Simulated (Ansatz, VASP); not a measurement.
**CaF in VASP and in Ansatz**

```xyz
2
Lattice="4.0286 0.0000 0.0000 0.0000 4.0286 0.0000 0.0000 0.0000 4.2649" Properties=species:S:1:pos:R:3 pbc="T T T"
Ca    0.0000    0.0000    2.1325
F     0.0000    0.0000    0.0000
```

Alike in both runs: functional PBE; k mesh 14 × 14 × 14; occupations gaussian, width 0.1 eV; no spin polarisation.

Ansatz relaxed the structure, and its values are those at the end. VASP's run is a single point on that final structure, the one shown.

|  | VASP | Ansatz |
| --- | --- | --- |
| version | VASP 6.6.1 | Ansatz 0.2.0 |
| potentials or method | VASP PAW PBE potentials, release 64 (Ca_sv, F), cutoff 600 eV | scalar-relativistic, plane waves, PAW |
| valence electrons in the cell | 17 | 17 |

|  | VASP | Ansatz | Ansatz less VASP |
| --- | --- | --- | --- |
| gap on the k mesh at the Fermi level (eV) | none | none | - |
| pressure (GPa) | 0.1 | 0.0 | -0.11 |

A gap of «none» marks a metal or a gap that the smearing closes. With one functional, cell and mesh, what is left measures potentials, basis and numerics.
